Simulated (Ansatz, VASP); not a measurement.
# One calculation of TiAl, two programs

```
Al Ti
1.0
    -5.01416    4.28752   -1.49721
    -5.23260   -1.39461    5.25952
     1.53195    4.35307    5.10566
Al Ti
10 10
Direct
  0.48944 0.44701 0.98485
  0.10454 0.65013 0.10661
  0.69377 0.65243 0.18632
  0.80172 0.24635 0.29345
  0.30724 0.84441 0.30733
  0.41122 0.44710 0.40234
  0.51201 0.04583 0.51062
  0.98288 0.45287 0.49181
  0.88368 0.84958 0.40229
  0.18586 0.64786 0.69598
  0.02076 0.05033 0.02857
  0.59759 0.04709 0.10112
  0.21667 0.25363 0.21782
  0.09928 0.04323 0.58903
  0.58964 0.64642 0.59801
  0.71934 0.24333 0.71514
  0.29382 0.24979 0.77414
  0.81220 0.86462 0.81186
  0.89904 0.45081 0.90347
  0.39725 0.85599 0.88582
```

Alike in both runs: functional PBE; k mesh 3 × 3 × 3; occupations gaussian, width 0.1 eV; no spin polarisation.

Ansatz relaxed the structure, and its values are those at the end. VASP's run is a single point on that final structure, the one shown.

```csv
,VASP,Ansatz
version,VASP 6.6.1,Ansatz 0.2.0
potentials or method,"VASP PAW PBE potentials, release 64 (Al, Ti_sv), cutoff 520 eV","scalar-relativistic, plane waves, PAW"
valence electrons in the cell,150,150
```

Ansatz gave:

```
gap on the k mesh at the Fermi level (eV) : none
pressure (GPa)                            : 0.0
rms of the force components (eV/Å)        : 0.005
```

Problem. What did VASP give for the same quantities?

Solution. gap on the k mesh at the Fermi level (eV): none; pressure (GPa): -0.1; rms of the force components (eV/Å): 0.007.

A gap of «none» marks a metal or a gap that the smearing closes. With one functional, cell and mesh, what is left measures potentials, basis and numerics.
